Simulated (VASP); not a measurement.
# ZnIn2O6 (P-3m1) in VASP: further runs, part 2 of 2

VASP 6.6.1. Earlier steps stand in the parts before.

### Step 3. Relaxation of cell and atoms, PBE, collinear spin, ferromagnetic start

This run uses another cell than the first one, of 14.22 Å³/atom.

Input file INCAR:

```
SYSTEM = ZnIn2O6
ALGO = Normal ; EDIFF = 1E-7
EDIFFG = -0.04 ; ENCUT = 600
GGA = PE ; GGA_COMPAT = .False.
IBRION = 2 ; ISIF = 3
ISMEAR = 0 ; ISPIN = 2
KPAR = 4 ; LASPH = .True.
LCHARG = .False. ; LORBIT = 11
LREAL = .False. ; LWAVE = .False.
MAGMOM = 0 0 0 1 1 1 1 1 1 ; NELM = 200
NELMIN = 4 ; NSW = 90
PREC = Accurate ; SIGMA = 0.1
```

Input file KPOINTS:

```
k-points
0
Gamma
  6 6 4
  0 0 0
```

Input file POSCAR:

```
ZnIn2O6
1.0
    5.6034000000      0.0000000000      0.0000000000
   -2.8017000000      4.8526867500      0.0000000000
    0.0000000000      0.0000000000      4.7068560000
Zn In O
1 2 6
Direct
    0.0000000000      0.0000000000      0.5000000000
    0.3333333300      0.6666666700      0.7500000000
    0.6666666700      0.3333333300      0.2500000000
    0.8333333300      0.6666666700      0.7500000000
    0.3333333300      0.1666666700      0.7500000000
    0.8333333300      0.1666666700      0.7500000000
    0.1666666700      0.3333333300      0.2500000000
    0.6666666700      0.8333333300      0.2500000000
    0.1666666700      0.8333333300      0.2500000000
```

Potentials or basis: VASP PAW PBE potentials, release 64 (Zn, In_d, O).

Started as:

```
$ cat potpaw_PBE.64/Zn/POTCAR potpaw_PBE.64/In_d/POTCAR potpaw_PBE.64/O/POTCAR > POTCAR
$ mpirun -np 4 vasp_std > vasp.out
```

OUTCAR:

```text
SYSTEM = ZnIn2O6
   EDIFF = 1E-7
   EDIFFG = -0.04
   ENCUT = 600
   GGA = PE
   IBRION = 2
   ISIF = 3
   ISMEAR = 0
   ISPIN = 2
   LASPH = .True.
   LORBIT = 11
   LREAL = .False.
   NELM = 200
   NELMIN = 4
   NSW = 90
   PREC = Accurate

 ion  position               nearest neighbor table
   1  0.000  0.000  0.500-   5 2.00   8 2.00   7 2.00   4 2.00   6 2.00   9 2.00   2 3.44   3 3.44
                             3 3.44   2 3.44   3 3.44   2 3.44
   2  0.333  0.667  0.750-   4 2.80   4 2.80   6 2.80   5 2.80   5 2.80   6 2.80   9 2.86   9 2.86
                             8 2.86   8 2.86   7 2.86   7 2.86   1 3.44   1 3.44   1 3.44   3 4.00
   3  0.667  0.333  0.250-   7 2.80   7 2.80   9 2.80   8 2.80   8 2.80   9 2.80   6 2.86   6 2.86
                             5 2.86   5 2.86   4 2.86   4 2.86   1 3.44   1 3.44   1 3.44   2 4.00
   4  0.833  0.667  0.750-   1 2.00   2 2.80   2 2.80   3 2.86   3 2.86
   5  0.333  0.167  0.750-   1 2.00   2 2.80   2 2.80   3 2.86   3 2.86
   6  0.833  0.167  0.750-   1 2.00   2 2.80   2 2.80   3 2.86   3 2.86
   7  0.167  0.333  0.250-   1 2.00   3 2.80   3 2.80   2 2.86   2 2.86
   8  0.667  0.833  0.250-   1 2.00   3 2.80   3 2.80   2 2.86   2 2.86
   9  0.167  0.833  0.250-   1 2.00   3 2.80   3 2.80   2 2.86   2 2.86

  LATTYP: Found a hexagonal cell.
 ALAT       =     5.6034000000
 C/A-ratio  =     0.8400000000

  Lattice vectors:

 A1 = (   5.6034000000,   0.0000000000,   0.0000000000)
 A2 = (  -2.8017000000,   4.8526867500,   0.0000000000)
 A3 = (   0.0000000000,   0.0000000000,   4.7068560000)

Analysis of symmetry for initial positions (statically):
=====================================================================
 Subroutine PRICEL returns:
 Original cell was already a primitive cell.

 Routine SETGRP: Setting up the symmetry group for a
 hexagonal supercell.

 Subroutine GETGRP returns: Found 12 space group operations
 (whereof 12 operations were pure point group operations)
 out of a pool of 24 trial point group operations.

The static configuration has the point symmetry D_3d.

Analysis of symmetry for dynamics (positions and initial velocities):
=====================================================================
 Subroutine PRICEL returns:
 Original cell was already a primitive cell.

 Routine SETGRP: Setting up the symmetry group for a
 hexagonal supercell.
[... 181 lines left out ...]

  energy without entropy =      -35.33589294  energy(sigma->0) =      -35.35491977

 E-fermi :   2.5416     XC(G=0): -10.3336

 val. band max:        2.5351316620   @ k =   0.5000   0.0000   0.2500
 cond. band min:       2.5468475424   @ k =   0.1667   0.1667   0.0000
 fundamental gap:      0.0117158803
 Fermi energy:         2.5416191577

 spin component 1

 k-point     1 :       0.0000    0.0000    0.0000
  band No.  band energies     occupation
      1     -15.5395      1.00000
      2     -14.5599      1.00000
      3     -14.4857      1.00000
      4     -14.4857      1.00000
      5     -14.1709      1.00000
      6     -14.1709      1.00000
[... 2514 lines left out ...]
  FREE ENERGIE OF THE ION-ELECTRON SYSTEM (eV)
  ---------------------------------------------------
  free  energy   TOTEN  =       -37.4480048024 eV

  energy  without entropy=      -37.4100968173  energy(sigma->0) =      -37.42905081

[... ionic steps 4 to 27 ...]

--------------------------------------- Ionic step       28  -------------------------------------------

 number of electron      74.0000013 magnetization       3.9999629

------------------------ aborting loop because EDIFF is reached ----------------------------------------
[... 81 lines left out ...]
--------------------------------------- Ionic step       30  -------------------------------------------

 number of electron      74.0000012 magnetization       3.9999568

 Free energy of the ion-electron system (eV)
  ---------------------------------------------------
  ext. energy  EPLUGINS =         0.00000000
  ---------------------------------------------------
  free energy    TOTEN  =       -40.42116549 eV

  energy without entropy =      -40.40433331  energy(sigma->0) =      -40.41274940

 E-fermi :   4.1993     XC(G=0): -11.3421

 val. band max:        4.1851571359   @ k =   0.3333   0.1667   0.5000
 cond. band min:       4.2174896433   @ k =   0.3333   0.0000   0.0000
 fundamental gap:      0.0323325074
 Fermi energy:         4.1993034287

 spin component 1

 k-point     1 :       0.0000    0.0000    0.0000
  band No.  band energies     occupation
      1     -14.7116      1.00000
      2     -13.3912      1.00000
      3     -13.3912      1.00000
      4     -13.1004      1.00000
      5     -12.6502      1.00000
      6     -12.6502      1.00000
[... 2428 lines left out ...]
  FREE ENERGIE OF THE ION-ELECTRON SYSTEM (eV)
  ---------------------------------------------------
  free  energy   TOTEN  =       -40.4211654910 eV

  energy  without entropy=      -40.4043333099  energy(sigma->0) =      -40.41274940

 reached required accuracy - stopping structural energy minimisation

 total charge

# of ion       s       p       d       tot
------------------------------------------
    1        0.396   0.385   9.835  10.615
    2        0.628   0.563  10.014  11.205
    3        0.628   0.563  10.014  11.205
    4        1.592   3.269   0.000   4.861
    5        1.592   3.269   0.000   4.861
    6        1.592   3.269   0.000   4.861
    7        1.592   3.269   0.000   4.861
    8        1.592   3.269   0.000   4.861
    9        1.592   3.269   0.000   4.861
--------------------------------------------------
tot         11.204  21.122  29.862  62.188

 magnetization (x)

# of ion       s       p       d       tot
------------------------------------------
    1       -0.020  -0.014   0.085   0.051
    2       -0.029  -0.021   0.013  -0.036
    3       -0.029  -0.021   0.013  -0.036
    4        0.008   0.574   0.000   0.581
    5        0.008   0.574   0.000   0.581
    6        0.008   0.574   0.000   0.581
    7        0.008   0.574   0.000   0.581
    8        0.008   0.574   0.000   0.581
    9        0.008   0.574   0.000   0.581
--------------------------------------------------
tot         -0.033   3.387   0.112   3.466
```

OSZICAR:

```text
N       E                     dE             d eps       ncg     rms          rms(c)
DAV:   1     0.986949505962E+03    0.98695E+03   -0.38146E+04  4592   0.226E+03
DAV:   2     0.133463752469E+03   -0.85349E+03   -0.81608E+03  4878   0.601E+02
[... 414 lines left out ...]
DAV:   3    -0.404211891427E+02   -0.12259E-04   -0.53333E-04  5736   0.215E-01    0.464E-02
DAV:   4    -0.404211690155E+02    0.20127E-04   -0.59089E-05  6244   0.123E-01    0.268E-02
DAV:   5    -0.404211645304E+02    0.44851E-05   -0.27920E-05  6454   0.542E-02    0.104E-02
DAV:   6    -0.404211652286E+02   -0.69819E-06   -0.47436E-06  5254   0.150E-02    0.605E-03
DAV:   7    -0.404211654015E+02   -0.17294E-06   -0.47857E-07  3771   0.844E-03    0.340E-03
DAV:   8    -0.404211654910E+02   -0.89486E-07   -0.12306E-07  2572   0.309E-03
  30 F= -.40421165E+02 E0= -.40412749E+02  d E =-.534421E-03  mag=     4.0000
```

CONTCAR:

```text
ZnIn2O6
   1.00000000000000
     6.0587219304389537   -0.0000000000000000    0.0000000000000000
    -3.0293609652194768    5.2470071089815509   -0.0000000000000000
     0.0000000000000000   -0.0000000000000000    3.2674762469595033
  Zn              In              O
     1     2     6
Direct
     0.0000000000000000    0.0000000000000000    0.5000000000000000
     0.3333333300000021    0.6666666699999979    0.7705534388017096
     0.6666666699999979    0.3333333300000021    0.2294465611982905
     0.8115571867152025    0.6231143834303995    0.7243013345261965
     0.3768856165694766    0.1884428132847970    0.7243013345261965
     0.8115571867153267    0.1884428132847970    0.7243013345261965
     0.1884428132847970    0.3768856165696003    0.2756986654738037
     0.6231143834305234    0.8115571867152025    0.2756986654738037
     0.1884428132846732    0.8115571867152025    0.2756986654738037

  0.00000000E+00  0.00000000E+00  0.00000000E+00
  0.00000000E+00  0.00000000E+00  0.00000000E+00
  0.00000000E+00  0.00000000E+00  0.00000000E+00
  0.00000000E+00  0.00000000E+00  0.00000000E+00
  0.00000000E+00  0.00000000E+00  0.00000000E+00
  0.00000000E+00  0.00000000E+00  0.00000000E+00
  0.00000000E+00  0.00000000E+00  0.00000000E+00
  0.00000000E+00  0.00000000E+00  0.00000000E+00
  0.00000000E+00  0.00000000E+00  0.00000000E+00
```

It took 24 min on 4 MPI ranks of Intel Xeon 6975P-C (Granite Rapids), shared host; peak memory 0.55 GiB.

What came out:

* Free energy: -40.4212 eV
* Relaxed volume: 11.54 Å³/atom
* Relaxed cell: a = 6.059 Å, b = 6.059 Å, c = 3.267 Å, α = 90.00°, β = 90.00°, γ = 120.00°
* Space group after relaxing (to 0.1 Å): P-3m1 (No. 164)
* Energy gained by relaxing: 560.8 meV/atom
* Ionic steps: 30
* Pressure after relaxing: -0.1 GPa
* Largest force after relaxing: 0.020 eV/Å
* Band gap on the k mesh: zero (filled and empty bands overlap)
* Net moment: 4.00 μB per cell
* Site moments: Zn +0.05; In -0.04; O +0.58 μB
* Valence electrons inside the program's atomic spheres: Zn 10.62; In 11.21; O 4.86

Forces on the atoms (eV/Å):
```
Zn   0.000  0.000  0.000
In   0.000  0.000 -0.020
In   0.000  0.000  0.020
O    0.000  0.003 -0.017
O   -0.003 -0.002 -0.017
O    0.003 -0.002 -0.017
O    0.000 -0.003  0.017
O    0.003  0.002  0.017
O   -0.003  0.002  0.017
```

Stress tensor (GPa, compression positive):
```
-0.16  0.00  0.00
 0.00 -0.16  0.00
 0.00  0.00  0.07
```

The path:
| step | energy change (eV) | largest force (eV/Å) | pressure (GPa) | volume (Å³) |
| --- | --- | --- | --- | --- |
| 1 | 0.0000 | 0.9160 | -14.61 | 127.99 |
| 2 | -1.8467 | 1.6588 | -4.20 | 105.44 |
| 3 | -2.0741 | 1.6161 | 0.83 | 98.39 |
| 4 | -1.3366 | 1.9230 | 28.01 | 85.25 |
| 5 | -2.0755 | 1.6778 | 3.31 | 96.71 |
| 6 | -2.6739 | 0.3143 | 8.19 | 92.50 |
| 7 | -2.6741 | 0.3116 | 8.36 | 92.42 |
| 8 | -3.2156 | 0.3511 | -1.13 | 98.93 |
| 9 | -3.3173 | 0.5101 | -5.01 | 102.24 |
| 10 | -3.8609 | 0.4777 | -4.09 | 102.06 |
| 11 | -4.5471 | 2.2598 | 9.16 | 98.92 |
| 12 | -4.6636 | 1.6067 | 2.97 | 100.39 |
| 13 | -4.6769 | 1.8102 | 4.74 | 99.97 |
| 14 | -4.9160 | 0.8411 | 2.19 | 102.44 |
| 15 | -4.9196 | 0.6795 | 1.88 | 102.84 |
| 16 | -4.9938 | 0.3799 | -0.13 | 103.51 |
| 17 | -5.0126 | 0.1826 | -1.62 | 104.05 |
| 18 | -5.0261 | 0.1132 | -0.30 | 102.99 |
| 19 | -5.0275 | 0.0819 | 0.27 | 102.56 |
| 20 | -5.0296 | 0.0809 | 0.15 | 102.66 |
| 21 | -5.0333 | 0.1005 | -0.19 | 102.99 |
| 22 | -5.0300 | 0.2163 | -0.80 | 103.64 |
| 23 | -5.0338 | 0.1117 | -0.37 | 103.16 |
| 24 | -5.0353 | 0.1073 | -0.25 | 103.14 |
| 25 | -5.0388 | 0.0949 | 0.06 | 103.06 |
| 26 | -5.0421 | 0.0718 | 0.73 | 102.90 |
| 27 | -5.0452 | 0.0497 | 0.32 | 103.33 |
| 28 | -5.0464 | 0.0662 | -0.45 | 104.16 |
| 29 | -5.0467 | 0.0422 | -0.24 | 103.91 |
| 30 | -5.0472 | 0.0205 | -0.08 | 103.87 |

Final structure:
```
Zn In O
1.0
     6.05872    0.00000    0.00000
    -3.02936    5.24701    0.00000
     0.00000    0.00000    3.26748
Zn In O
1 2 6
Direct
  0.00000 0.00000 0.50000
  0.33333 0.66667 0.77055
  0.66667 0.33333 0.22945
  0.81156 0.62311 0.72430
  0.37689 0.18844 0.72430
  0.81156 0.18844 0.72430
  0.18844 0.37689 0.27570
  0.62311 0.81156 0.27570
  0.18844 0.81156 0.27570
```

Levels at points of the mesh, in eV from the Fermi level:
Spin up:
```
           k point  band 37  band 38  band 39  band 40  band 41  band 42
(0.00, 0.00, 0.00)    -0.83    -0.83    -0.20     1.43     4.27     6.36
(0.50, 0.00, 0.00)    -0.87    -0.66    -0.36     3.59     4.03     5.69
(0.00, 0.00, 0.50)    -0.98    -0.59    -0.59     4.52     4.57     6.55
(0.50, 0.00, 0.50)    -1.04    -0.54    -0.39     4.82     4.88     7.21
```
Spin down:
```csv
k point,band 32,band 33,band 34,band 35,band 36,band 37,band 38,band 39
"(0.00, 0.00, 0.00)",-0.88,-0.16,-0.16,0.04,0.04,0.45,0.45,1.53
"(0.50, 0.00, 0.00)",-0.98,-0.88,-0.53,-0.28,0.19,0.24,0.47,1.04
"(0.00, 0.00, 0.50)",-0.43,-0.04,-0.04,0.20,0.20,0.33,0.33,0.41
"(0.50, 0.00, 0.50)",-0.92,-0.79,-0.58,-0.35,-0.03,0.16,0.77,0.88
```

Caveat: the volume moved by over 15 % at a fixed basis, so the end points are rough; spin-orbit coupling is left out, which moves the levels of the heavy elements.

The gap in the log of VASP goes by the Fermi energy; the results here count the filled bands.